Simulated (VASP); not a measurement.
Input of a VASP 6.6.1 run:

The input INCAR:

```
ALGO     = Normal         # electronic algorithm
EDIFF    = 1E-7           # SCF threshold, eV
ENCUT    = 520            # plane-wave cutoff, eV
GGA      = PE             # functional
ISIF     = 2              # what is computed and relaxed
ISMEAR   = 0              # smearing method
ISPIN    = 2              # spin polarisation
LASPH    = T              # aspherical terms in the spheres
LCHARG   = F              # write CHGCAR
LMAXMIX  = 4              # l up to which the mixer works
LORBIT   = 11             # projections on sites
LREAL    = F              # projectors in reciprocal space
LWAVE    = F              # write WAVECAR
MAGMOM   = 3.13 0         # initial moments
NBANDS   = 22             # bands
NELM     = 150            # most SCF steps
PREC     = Accurate       # precision mode
SIGMA    = 0.1            # smearing width, eV
```

KPOINTS

```
k-points
0
Gamma
  18 18 18
```

Contents of POSCAR:

```
MoBr
1.0
    0.0000000000      2.8443019980      2.8443019980
    2.8443019980      0.0000000000      2.8443019980
    2.8443019980      2.8443019980      0.0000000000
Mo Br
1 1
Direct
    0.0000000000      0.0000000000      0.0000000000
    0.5000000000      0.5000000000      0.5000000000
```

Potentials or basis: VASP PAW PBE potentials, release 64 (Mo_sv, Br).

Launch:

```console
$ cat potpaw_PBE.64/Mo_sv/POTCAR potpaw_PBE.64/Br/POTCAR > POTCAR
$ mpirun -np 1 vasp_std > vasp.out
```

(1) Estimate the net moment.

(2) Predict the pressure.

(3) Predict the site moments.

## Answers

(1) 3.85 μB per cell.

(2) 0.1 GPa.

(3) Mo +3.18; Br +0.06 μB.
